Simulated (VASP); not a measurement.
## Co: single point with RPBE

The system is Co.

```xyz
1
Lattice="2.3058 0.0000 0.0000 0.0000 2.3058 0.0000 0.0000 0.0000 2.3058" Properties=species:S:1:pos:R:3 pbc="T T T"
Co    0.0000    0.0000    0.0000
```

| Property | Result |
| --- | --- |
| Program | VASP 6.6.1 |
| Task | single point |
| Functional | RPBE |
| Potentials or basis | VASP PAW PBE potentials, release 64 (Co) |
| Cutoff | 600 eV |
| k mesh | 15 × 15 × 15 |
| Occupations | fermi-dirac, width 0.1 eV |
| Spin | no spin polarisation |
| Dipole correction | no |
| Further INCAR settings | ALGO = Normal; EDIFF = 1e-06; NBANDS = 10 |

The pressure is -0.6 GPa.

Levels at points of the mesh, in eV from the Fermi level:
```csv
k point,band 3,band 4,band 5,band 6,band 7,band 8
"(0.00, 0.00, 0.00)",-3.43,0.46,0.46,0.46,19.97,19.97
```

It took 9.3 s on 1 thread of Intel Xeon 6975P-C (shared host), peak memory 0.13 GiB.

Caveat: the PAW data sets were made with another functional, which shifts forces and pressure a little; the run has no spin polarisation, though such a crystal can be magnetic. Spin polarisation is off, so any magnetic state and its effect on volume and gap are missing.
